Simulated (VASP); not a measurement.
A run of VASP 6.6.1:

File POSCAR:

```
Au
1.0
    0.0000000000      2.0615246536      2.0615246536
    2.0615246536      0.0000000000      2.0615246536
    2.0615246536      2.0615246536      0.0000000000
Au
1
Direct
    0.0000000000      0.0000000000      0.0000000000
```

Contents of INCAR.step1:

```
SYSTEM = Au
PREC = Accurate
ENCUT = 520
ISMEAR = 1
SIGMA = 1.0
LREAL = .FALSE.
LASPH = .TRUE.
NELM = 100
NBANDS = 12
GGA = PE
ALGO = Normal
EDIFF = 1E-4
LWAVE = .TRUE.
LCHARG = .FALSE.
```

INCAR.step2

```
SYSTEM = Au
PREC = Accurate
ENCUT = 520
EDIFF = 1E-6
ISMEAR = 1
SIGMA = 1.0
LREAL = .FALSE.
LASPH = .TRUE.
NELM = 100
ALGO = Normal
ISIF = 2
LWAVE = .FALSE.
LCHARG = .FALSE.
METAGGA = R2SCAN
LMIXTAU = .TRUE.
NBANDS = 12
ISTART = 1
```

KPOINTS

```
Automatic mesh
0
G
  13 13 13
  0 0 0
```

Potentials or basis: VASP PAW PBE potentials, release 64 (Au).

Command:

```console
$ cat potpaw_PBE.64/Au/POTCAR > POTCAR
$ cp INCAR.step1 INCAR
$ mpirun -np 1 vasp_std > vasp.out
$ cp INCAR.step2 INCAR
$ mpirun -np 1 vasp_std > vasp.out
```

Hardware: 1 thread of AMD EPYC 7R13, with other jobs on the host.

**Question.** How long does it take, and how much memory?

**Answer.** Wall time 2.4 min on 1 thread of AMD EPYC 7R13, with other jobs on the host, peak memory 0.12 GiB. Counts: k points 84.
